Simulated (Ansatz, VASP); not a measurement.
# BeS in VASP and in Ansatz

```xyz
2
Lattice="0.0000 2.6403 2.6403 2.6403 0.0000 2.6403 2.6403 2.6403 0.0000" Properties=species:S:1:pos:R:3 pbc="T T T"
Be    0.0000    0.0000    0.0000
S     3.9605    3.9605    3.9605
```

Alike in both runs: task single point; functional PBEsol; k mesh 6 × 6 × 6; occupations gaussian, width 0.1 eV; no spin polarisation.

```csv
,VASP,Ansatz
version,VASP 6.6.1,Ansatz 0.2.0
potentials or method,"VASP PAW PBE potentials, release 64 (Be, S), cutoff 600 eV","scalar-relativistic, plane waves, PAW"
valence electrons in the cell,8,8
```

|  | VASP | Ansatz | Ansatz less VASP |
| --- | --- | --- | --- |
| gap on the k mesh at the Fermi level (eV) | 3.36 | 3.35 | -0.002 |
| least direct gap on the mesh (eV) | 3.79 | 3.79 | -0.001 |
| pressure (GPa) | -15.3 | -15.4 | -0.11 |

VASP's potentials were made for PBE, not for PBEsol.
